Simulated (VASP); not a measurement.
Crystal: LiF.

```
Li F
1.0
     2.02409   -1.50627    0.00000
     2.02409    1.50627    0.00000
    -1.50711    0.00000    4.33022
Li F
2 2
Direct
  0.49011 0.82239 0.64647
  0.82239 0.49011 0.14647
  0.17761 0.50989 0.85353
  0.50989 0.17761 0.35353
```

```yaml
Program: VASP 6.6.1
Task: relaxation of cell and atoms
Functional: PBE
Potentials_or_basis: VASP PAW PBE potentials, release 64 (Li_sv, F)
Cutoff: 600 eV
k_mesh: 8 × 8 × 4
Occupations: gaussian, width 0.1 eV
Spin: no spin polarisation
```

At the start: pressure 34.1 GPa; volume 6.60 Å³/atom.

**Question.** Where does the relaxation end?

**Answer.** Over 21 steps the energy falls by 261.8 meV/atom and the volume is 8.20 Å³/atom (+24.2 %); space group R-3m (No. 166, to 0.05 Å).

The path:
```csv
step,energy change (eV),largest force (eV/Å),pressure (GPa),volume (Å³)
1,0.0000,0.4448,34.12,26.40
2,-0.7204,0.1993,7.05,32.14
3,-0.7918,0.1531,0.87,34.52
4,-0.7959,0.1421,-0.77,35.27
5,-0.8333,0.1574,-0.81,35.24
6,-0.9023,0.1860,-1.30,35.04
7,-0.9065,0.1916,-1.61,34.93
8,-0.9066,0.1902,-1.53,34.96
9,-0.9270,0.1901,-0.09,34.14
10,-0.9435,0.2234,3.64,32.34
11,-0.9535,0.2205,3.41,32.30
12,-0.9793,0.2217,2.92,32.18
13,-1.0056,0.2362,2.49,31.93
14,-1.0250,0.1788,0.68,32.52
15,-1.0357,0.1164,-1.24,33.30
16,-1.0360,0.1068,-1.58,33.44
17,-1.0426,0.0835,-0.62,33.12
18,-1.0445,0.0637,0.10,32.86
19,-1.0445,0.0611,0.16,32.83
20,-1.0461,0.0438,0.13,32.81
21,-1.0470,0.0218,0.11,32.79
```

Final structure:
```cif
data_structure
_symmetry_space_group_name_H-M 'P 1'
_symmetry_Int_Tables_number 1
_cell_length_a 2.8239
_cell_length_b 2.8239
_cell_length_c 4.9540
_cell_angle_alpha 106.399
_cell_angle_beta 106.399
_cell_angle_gamma 61.492
_cell_volume 32.79
loop_
_atom_site_label
_atom_site_type_symbol
_atom_site_fract_x
_atom_site_fract_y
_atom_site_fract_z
_atom_site_occupancy
Li1 Li 0.37916 0.87113 0.62492 1
Li2 Li 0.87113 0.37916 0.12492 1
F1 F 0.12321 0.62650 0.87508 1
F2 F 0.62650 0.12321 0.37508 1
```

Caveat: the cutoff is under 1.25 times the usual one of these potentials, so pressure, stress and relaxed cells hold a basis-set (Pulay) error; the volume moved by over 15 % at a fixed basis, so the end points are rough.
